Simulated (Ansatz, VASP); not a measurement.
Two plane-wave programs on Mg4O

```
Mg O
1.0
     3.14661    0.00000    0.00000
     0.00000    5.03889    0.00000
     0.00000    0.00000   20.58461
Mg O
4 1
Direct
  0.00000 0.75000 0.19432
  0.50000 0.25000 0.23845
  0.50000 0.75000 0.33061
  0.00000 0.25000 0.36846
  0.37500 0.62500 0.47679
```

Alike in both runs: task single point; functional LDA; k mesh 8 × 5 × 1; occupations gaussian, width 0.1 eV; no spin polarisation.

```csv
,VASP,Ansatz
version,VASP 6.6.1,Ansatz 0.2.0
potentials or method,"VASP PAW LDA potentials, release 64 (Mg, O), cutoff 520 eV","scalar-relativistic, plane waves, PAW"
valence electrons in the cell,14,46
```

Ansatz gave:

| Quantity | Value |
| --- | --- |
| gap on the k mesh at the Fermi level (eV) | none |
| rms of the force components (eV/Å) | 0.747 |

Question: Estimate VASP's values.

Answer: gap on the k mesh at the Fermi level (eV): none; rms of the force components (eV/Å): 0.748.

LDA's correlation is that of Perdew and Zunger in VASP and of Perdew and Wang (1992) in Ansatz. Atom by atom the forces differ by 0.008 eV/Å (rms over components). A gap of «none» marks a metal or a gap that the smearing closes. VASP's potentials hold 14 valence electrons a cell and Ansatz's 46, so a difference there can come from the potentials and not from the codes.
